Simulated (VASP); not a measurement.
# TaN (P-6m2) in VASP: notebook

TaN is run at these levels: r2SCAN; tasks: single point.

Program: VASP 6.6.1. These are calculated values, not measurements. Logs are shortened: lines on timing, memory, paths and dates and some standing lists are left out, and cuts for length are marked.

## Step 1: The cell of the first run

The structure is hexagonal, space group P-6m2 (No. 187). The conventional cell has a = 2.765 Å, b = 2.765 Å, c = 3.256 Å, α = 90.00°, β = 90.00°, γ = 120.00°. Within 3.0 Å of Ta (site symmetry -6m2) lie 6 N at 2.28 Å and 6 Ta at 2.76 Å. N (site symmetry -6m2) has 6 Ta at 2.28 Å and 6 N at 2.76 Å within 3.0 Å.

## Step 2: Single point, r2SCAN

POSCAR reads:

```
TaN
1.0
    2.7647627786      0.0000000000      0.0000000000
   -1.3823813893      2.3943548017      0.0000000000
    0.0000000000      0.0000000000      3.2556082455
Ta N
1 1
Direct
    0.3333333333      0.6666666667      0.5000000000
    0.0000000000      0.0000000000      0.0000000000
```

INCAR.step1 reads:

```
PREC = Accurate ; ENCUT = 770
ISMEAR = 0 ; SIGMA = 0.15
LREAL = False ; LASPH = True
NELM = 120 ; NBANDS = 16
GGA = PE ; ALGO = Normal
EDIFF = 1E-5 ; LWAVE = True
LCHARG = False ; GGA_COMPAT = False
```

INCAR.step2 reads:

```
PREC = Accurate ; ENCUT = 770
EDIFF = 1E-6 ; ISMEAR = 0
SIGMA = 0.15 ; LREAL = False
LASPH = True ; NELM = 120
ALGO = Normal ; ISIF = 2
LWAVE = False ; LCHARG = False
METAGGA = R2SCAN ; LMIXTAU = True
NBANDS = 16 ; ISTART = 1
GGA_COMPAT = False
```

KPOINTS reads:

```
Automatic mesh
0
Gamma
  24 24 18
```

Potentials or basis: VASP PAW PBE potentials, release 64 (Ta_sv_GW, N).

Launch:

```console
$ cat potpaw_PBE.64/Ta_sv_GW/POTCAR potpaw_PBE.64/N/POTCAR > POTCAR
$ cp INCAR.step1 INCAR
$ mpirun -np 1 vasp_std > vasp.out
$ cp INCAR.step2 INCAR
$ mpirun -np 1 vasp_std > vasp.out
```

OUTCAR:

```text
PREC = Accurate
   ENCUT = 770
   EDIFF = 1E-6
   ISMEAR = 0
   LREAL = False
   LASPH = True
   NELM = 120
   ISIF = 2
   METAGGA = R2SCAN
   ISTART = 1

 ion  position               nearest neighbor table
   1  0.333  0.667  0.500-   2 2.28   2 2.28   2 2.28   2 2.28   2 2.28   2 2.28
   2  0.000  0.000  0.000-   1 2.28   1 2.28   1 2.28   1 2.28   1 2.28   1 2.28

  LATTYP: Found a hexagonal cell.
 ALAT       =     2.7647627786
 C/A-ratio  =     1.1775361961

  Lattice vectors:

 A1 = (   2.7647627786,   0.0000000000,   0.0000000000)
 A2 = (  -1.3823813893,   2.3943548017,   0.0000000000)
 A3 = (   0.0000000000,   0.0000000000,   3.2556082455)

Analysis of symmetry for initial positions (statically):
=====================================================================
 Subroutine PRICEL returns:
 Original cell was already a primitive cell.

 Routine SETGRP: Setting up the symmetry group for a
 hexagonal supercell.

 Subroutine GETGRP returns: Found 12 space group operations
 (whereof 12 operations were pure point group operations)
 out of a pool of 24 trial point group operations.

The static configuration has the point symmetry D_3h.

Analysis of symmetry for dynamics (positions and initial velocities):
=====================================================================
 Subroutine PRICEL returns:
 Original cell was already a primitive cell.

 Routine SETGRP: Setting up the symmetry group for a
 hexagonal supercell.

 Subroutine GETGRP returns: Found 12 space group operations
 (whereof 12 operations were pure point group operations)
 out of a pool of 24 trial point group operations.

The dynamic configuration has the point symmetry D_3h.

 Subroutine INISYM returns: Found 12 space group operations
 (whereof 12 operations are pure point group operations),
 and found     1 'primitive' translations

----------------------------------------------------------------------------------------

                                     Primitive cell

  volume of cell :      21.5516

  direct lattice vectors                    reciprocal lattice vectors
     2.764762779  0.000000000  0.000000000     0.361694684  0.208824523  0.000000000
    -1.382381389  2.394354802  0.000000000     0.000000000  0.417649047  0.000000000
     0.000000000  0.000000000  3.255608245     0.000000000  0.000000000  0.307162264

  length of vectors
     2.764762779  2.764762779  3.255608245     0.417649047  0.417649047  0.307162264

  position of ions in fractional coordinates (direct lattice)
     0.333333333  0.666666667  0.500000000
     0.000000000  0.000000000  0.000000000

  ion indices of the primitive-cell ions
   primitive index   ion index
                 1           1
                 2           2

----------------------------------------------------------------------------------------

 KPOINTS: Automatic mesh

Automatic generation of k-mesh.
 Grid dimensions read from file:
 generate k-points for:   24   24   18

 Generating k-lattice:

  Cartesian coordinates                     Fractional coordinates (reciprocal lattice)
     0.015070612  0.008701022  0.000000000     0.041666667 -0.000000000  0.000000000
     0.000000000  0.017402044  0.000000000     0.000000000  0.041666667  0.000000000
     0.000000000  0.000000000  0.017064570     0.000000000  0.000000000  0.055555556

  Length of vectors
     0.017402044  0.017402044  0.017064570

  Shift w.r.t. Gamma in fractional coordinates (k-lattice)
     0.000000000  0.000000000  0.000000000

 Subroutine IBZKPT returns following result:
 ===========================================

 Found    610 irreducible k-points:

 Following reciprocal coordinates:
            Coordinates               Weight
  0.000000  0.000000  0.000000      1.000000
  0.041667  0.000000  0.000000      6.000000
  0.083333  0.000000  0.000000      6.000000
  0.125000  0.000000  0.000000      6.000000
  0.166667 -0.000000  0.000000      6.000000
  0.208333  0.000000  0.000000      6.000000
[... 16 lines left out ...]
  0.416667  0.041667  0.000000     12.000000
  0.458333  0.041667  0.000000     12.000000
 [... further k-points ...]
   k-points           NKPTS =    610   k-points in BZ     NKDIM =    610   number of bands    NBANDS=     16
   number of dos      NEDOS =    301   number of ions     NIONS =      2
   total plane-waves  NPLWV =  23520
   dimension x,y,z NGX =    28 NGY =   28 NGZ =   30
   dimension x,y,z NGXF=    56 NGYF=   56 NGZF=   60
   ions per type =               1   1
   NGX,Y,Z   is equivalent  to a cutoff of  16.84, 16.84, 15.32 a.u.
   NGXF,Y,Z  is equivalent  to a cutoff of  33.67, 33.67, 30.64 a.u.
 SYSTEM =  unknown system
   PREC   = accura    normal or accurate (medium, high low for compatibility)
   ISTART =      1    job   : 0-new  1-cont  2-samecut
   ICHARG =      0    charge: 1-file 2-atom 10-const
   ISPIN  =      1    spin polarized calculation?
   LNONCOLLINEAR =      F non collinear calculations
   LSORBIT =      F    spin-orbit coupling
   LASPH  =      T    aspherical Exc in radial PAW
   ENCUT  =  770.0 eV  56.59 Ry    7.52 a.u.   6.26  6.26  7.37*2*pi/ulx,y,z
   NELM   =    120;   NELMIN=  2; NELMDL=  0     # of ELM steps
   EDIFF  = 0.1E-05   stopping-criterion for ELM
   LREAL  =      F    real-space projection
   EDIFFG = 0.1E-04   stopping-criterion for IOM
   NSW    =      0    number of steps for IOM
   IBRION =     -1    ionic relax: 0-MD 1-quasi-New 2-CG
   NFREE  =      0    steps in history (QN), initial steepest desc. (CG)
   ISIF   =      2    stress and relaxation
   ISYM   =      2    0-nonsym 1-usesym 2-fastsym
   POTIM  = 0.5000    time-step for ionic-motion
   TEBEG  =    0.0;   TEEND  =   0.0 temperature during run
   PSTRESS=    0.0 pullay stress
   NELECT =      18.0000    total number of electrons
   NUPDOWN=      -1.0000    fix difference up-down
   EMIN   =  10.00;   EMAX   =-10.00  energy-range for DOS
   EFERMI =   0.00;   METHOD = LEGACY
   ISMEAR =     0;   SIGMA  =   0.15  broadening in eV -4-tet -1-fermi 0-gaus
   EFERMI_NEDOS =   21; number of points for ismear=-14 and -15
   IALGO  =     38    algorithm
   IMIX   =      4    mixing-type and parameters
     AMIX     =   0.40;   BMIX     =  1.00
     AMIX_MAG =   1.60;   BMIX_MAG =  1.00
  volume/ion in A,a.u.               =      10.78        72.72
  Fermi-wavevector in a.u.,A,eV,Ry     =   1.541722  2.913433 32.339793  2.376908
  Thomas-Fermi vector in A             =   2.647628
   LORBIT       =      0    0 simple, 1 ext, 2 COOP (PROOUT), +10 PAW based schemes
   METAGGA = R2SCAN    functional components
   LHFCALC =     F    Hartree Fock is set to
   AEXX    =    0.0000 exact exchange contribution
   IVDW    =     0    specifies the selected vdW correction
   LEPSILON=     F    determine dielectric tensor
   LRPA    =     F    only Hartree local field effects (RPA)
 non-spin polarized calculation
 Gauss-broadening in eV      SIGMA  =   0.15
  energy-cutoff  :      770.00
  volume of cell :       21.55
 maximum number of plane-waves:      1060
 NGX is ok and might be reduce to    28

 number of electron      18.0000000 magnetization

 Free energy of the ion-electron system (eV)
  ---------------------------------------------------
  ext. energy  EPLUGINS =         0.00000000
  ---------------------------------------------------
  free energy    TOTEN  =       -61.98459534 eV

  energy without entropy =      -61.98412732  energy(sigma->0) =      -61.98436133

 E-fermi :  12.0165     XC(G=0): -14.6569

 val. band max:       11.9814648783   @ k =   0.3333   0.3333   0.0000
 cond. band min:      12.0195109177   @ k =   0.0417   0.0000   0.5000
 fundamental gap:      0.0380460394
 Fermi energy:        12.0165210400

 k-point     1 :       0.0000    0.0000    0.0000
  band No.  band energies     occupation
      1     -58.4731      2.00000
      2     -24.2362      2.00000
      3     -23.4355      2.00000
      4     -23.4355      2.00000
      5      -6.0903      2.00000
      6       6.9140      2.00000
[... 8 lines left out ...]
     15      25.7421      0.00000
     16      29.5367      0.00000

 k-point     2 :       0.0417    0.0000    0.0000
  band No.  band energies     occupation
      1     -58.4703      2.00000
      2     -24.2317      2.00000
      3     -23.4675      2.00000
      4     -23.4423      2.00000
      5      -6.0497      2.00000
      6       6.9921      2.00000
[... 8 lines left out ...]
     15      25.8276      0.00000
     16      29.3811      0.00000

 k-point     3 :       0.0833    0.0000    0.0000
  band No.  band energies     occupation
      1     -58.4620      2.00000
      2     -24.2182      2.00000
      3     -23.5606      2.00000
      4     -23.4622      2.00000
      5      -5.9302      2.00000
      6       7.2176      2.00000
[... 8 lines left out ...]
     15      26.0557      0.00000
     16      29.0179      0.00000

 k-point     4 :       0.1250    0.0000    0.0000
  band No.  band energies     occupation
      1     -58.4489      2.00000
      2     -24.1968      2.00000
      3     -23.7062      2.00000
      4     -23.4936      2.00000
      5      -5.7391      2.00000
      6       7.5443      2.00000
[... 8 lines left out ...]
     15      26.3580      0.00000
     16      28.6289      0.00000
[... 324 lines left out ...]
 k-point    22 :       0.3750    0.0417    0.0000
  band No.  band energies     occupation
      1     -58.3224      2.00000
      2     -24.9581      2.00000
      3     -23.9883      2.00000
      4     -23.7993      2.00000
      5      -3.7103      2.00000
      6       4.6328      2.00000
[... 8 lines left out ...]
     15      27.0754      0.00000
     16      29.5967      0.00000

 k-point    23 :       0.4167    0.0417    0.0000
  band No.  band energies     occupation
      1     -58.3115      2.00000
      2     -25.0573      2.00000
      3     -23.9700      2.00000
      4     -23.8244      2.00000
      5      -3.5004      2.00000
      6       4.3716      2.00000
[... 8 lines left out ...]
     15      26.2122      0.00000
     16      30.0410      0.00000

 k-point    24 :       0.4583    0.0417    0.0000
  band No.  band energies     occupation
      1     -58.3058      2.00000
      2     -25.1083      2.00000
      3     -23.9606      2.00000
      4     -23.8374      2.00000
      5      -3.3876      2.00000
      6       4.2350      2.00000
[... 8 lines left out ...]
     15      25.5847      0.00000
     16      30.2859      0.00000

 [... further k-points ...]
[... 5 lines left out ...]
  --------------------------------------------------------------------------------------
  -------------------------------------------------------------------------------------
  Total        5.5168805      5.5168805    -10.5757929      0.0000000      0.0000000      0.0000000
  in kB      410.1338716    410.1338716   -786.2216501      0.0000000      0.0000000      0.0000000
  external PRESSURE =      11.3486977 kB  Pullay stress =       0.0000000 kB

 VOLUME and BASIS-vectors are now :
 -----------------------------------------------------------------------------
  energy-cutoff  :      770.00
  volume of cell :       21.55
      direct lattice vectors                 reciprocal lattice vectors
     2.764762779  0.000000000  0.000000000     0.361694684  0.208824523  0.000000000
    -1.382381389  2.394354802  0.000000000     0.000000000  0.417649047  0.000000000
     0.000000000  0.000000000  3.255608245     0.000000000  0.000000000  0.307162264

 POSITION                                       TOTAL-FORCE (eV/Angst)
 -----------------------------------------------------------------------------------
     -0.00000      1.59624      1.62780         0.000000      0.000000      0.000000
      0.00000      0.00000      0.00000         0.000000      0.000000      0.000000
 -----------------------------------------------------------------------------------
    total drift:                                0.000000     -0.000000     -0.000000

  FREE ENERGIE OF THE ION-ELECTRON SYSTEM (eV)
  ---------------------------------------------------
  free  energy   TOTEN  =       -61.9845953393 eV

  energy  without entropy=      -61.9841273165  energy(sigma->0) =      -61.98436133
```

Run time: 8.1 min. Hardware: 1 thread of Intel Xeon 6975P-C (Granite Rapids), shared host; peak memory 0.52 GiB.

What came out:

```yaml
Free_energy: -61.9846 eV
Pressure: 1.1 GPa
Band_gap_on_the_k_mesh: zero (bands 9 and 10 overlap by 0.13 eV)
```

Caveat: the stress differs along the axes, from -79 to 41 GPa; the PAW data sets were made with another functional, which shifts forces and pressure a little; spin-orbit coupling is left out, which moves the levels of the heavy elements.

## Step 3: Single point, r2SCAN

This run uses another cell than the first one, of the same volume but with other edges.

POSCAR reads:

```
TaN
1.0
    3.1015490049      0.0000000000      0.0000000000
   -1.5507745025      2.6860202293      0.0000000000
    0.0000000000      0.0000000000      2.5869652373
Ta N
1 1
Direct
    0.3333333333      0.6666666667      0.5000000000
    0.0000000000      0.0000000000      0.0000000000
```

INCAR.step1 reads:

```
SYSTEM = TaN
PREC = Accurate
ENCUT = 770
ISMEAR = 0
SIGMA = 0.15
LREAL = .False.
LASPH = .True.
NELM = 120
NBANDS = 16
GGA = PE
ALGO = Normal
EDIFF = 1E-5
LWAVE = .True.
LCHARG = .False.
GGA_COMPAT = .False.
```

INCAR.step2 reads:

```
SYSTEM = TaN
PREC = Accurate
ENCUT = 770
EDIFF = 1E-6
ISMEAR = 0
SIGMA = 0.15
LREAL = .False.
LASPH = .True.
NELM = 120
ALGO = Normal
ISIF = 2
LWAVE = .False.
LCHARG = .False.
METAGGA = R2SCAN
LMIXTAU = .True.
NBANDS = 16
ISTART = 1
GGA_COMPAT = .False.
```

KPOINTS reads:

```
Automatic mesh
0
Gamma
  24 24 18
  0 0 0
```

Potentials or basis: VASP PAW PBE potentials, release 64 (Ta_sv_GW, N).

Launch:

```console
$ cat potpaw_PBE.64/Ta_sv_GW/POTCAR potpaw_PBE.64/N/POTCAR > POTCAR
$ cp INCAR.step1 INCAR
$ mpirun -np 1 vasp_std > vasp.out
$ cp INCAR.step2 INCAR
$ mpirun -np 1 vasp_std > vasp.out
```

It took 11 min on 1 thread of AMD EPYC 9R45 (Zen 5), shared host; peak memory 0.48 GiB.

It converged, with:

```yaml
Free_energy: -62.1117 eV
Pressure: 11.2 GPa
Band_gap_on_the_k_mesh: zero (bands 9 and 10 overlap by 0.91 eV)
```

Stress tensor (GPa, compression positive):
```
-28.20   0.00   0.00
  0.00 -28.20   0.00
  0.00   0.00  89.89
```

Levels at points of the mesh, in eV from the Fermi level:
| k point | band 5 | band 6 | band 7 | band 8 | band 9 | band 10 | band 11 | band 12 | band 13 | band 14 |
| --- | --- | --- | --- | --- | --- | --- | --- | --- | --- | --- |
| (0.00, 0.00, 0.00) | -18.97 | -6.06 | -6.06 | -4.57 | -1.87 | 1.30 | 4.62 | 4.62 | 4.90 | 4.90 |
| (0.50, 0.00, 0.00) | -17.06 | -8.80 | -4.22 | -3.97 | -3.66 | 2.34 | 4.25 | 4.25 | 6.45 | 9.12 |
| (0.00, 0.00, 0.50) | -15.78 | -9.58 | -5.15 | -5.15 | 0.15 | 0.15 | 2.33 | 2.33 | 4.12 | 8.46 |
| (0.50, 0.00, 0.50) | -16.84 | -7.79 | -6.91 | -6.20 | 0.04 | 3.87 | 4.58 | 6.46 | 6.56 | 12.34 |

Caveat: the stress differs along the axes, from -28 to 90 GPa; the PAW data sets were made with another functional, which shifts forces and pressure a little; spin-orbit coupling is left out, which moves the levels of the heavy elements.

The gap in the log of VASP goes by the Fermi energy; the results here count the filled bands.